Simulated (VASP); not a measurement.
Input of a VASP 6.6.1 run:

Contents of INCAR:

```
SYSTEM = Ga2O3
PREC = Accurate
ENCUT = 520
EDIFF = 1E-6
ISMEAR = -1
SIGMA = 0.02
LREAL = .FALSE.
LASPH = .TRUE.
NELM = 60
ALGO = Normal
ISIF = 2
LWAVE = .FALSE.
LCHARG = .FALSE.
GGA = PE
NBANDS = 55
```

File KPOINTS:

```
regular mesh
0
G
  6 6 6
  0 0 0
```

File POSCAR:

```
Ga2O3
1.0
    2.4922597440      1.4389068341      4.3910311394
   -2.4922597440      1.4389068341      4.3910311394
    0.0000000000     -2.8778136682      4.3910311394
Ga O
4 6
Direct
    0.8562031121      0.8562031121      0.8562031121
    0.3562031121      0.3562031121      0.3562031121
    0.1437968879      0.1437968879      0.1437968879
    0.6437968879      0.6437968879      0.6437968879
    0.4466706188      0.0533293812      0.7500000000
    0.0533293812      0.7500000000      0.4466706188
    0.5533293812      0.9466706188      0.2500000000
    0.2500000000      0.5533293812      0.9466706188
    0.9466706188      0.2500000000      0.5533293812
    0.7500000000      0.4466706188      0.0533293812
```

Potentials or basis: VASP PAW PBE potentials, release 64 (Ga_d, O).

Command:

```sh
$ cat potpaw_PBE.64/Ga_d/POTCAR potpaw_PBE.64/O/POTCAR > POTCAR
$ mpirun -np 1 vasp_std > vasp.out
```

Question: Predict the largest force.

Answer: 0.095 eV/Å.

Question: Estimate the pressure.

Answer: 15.2 GPa.

Question: What does it give for the band gap on the k mesh?

Answer: 3.02 eV (least direct gap 3.27 eV).

Forces on the atoms (eV/Å):
```
Ga   0.000  0.000  0.095
Ga   0.000  0.000  0.095
Ga   0.000  0.000 -0.095
Ga   0.000  0.000 -0.095
O    0.013  0.000  0.000
O   -0.006 -0.011  0.000
O   -0.013  0.000  0.000
O    0.006 -0.011  0.000
O    0.006  0.011  0.000
O   -0.006  0.011  0.000
```

Caveat: the cell differs from its parent crystal (uniaxial z strain -2.0%); the cell stands under pressure. A k mesh can miss the band edges.
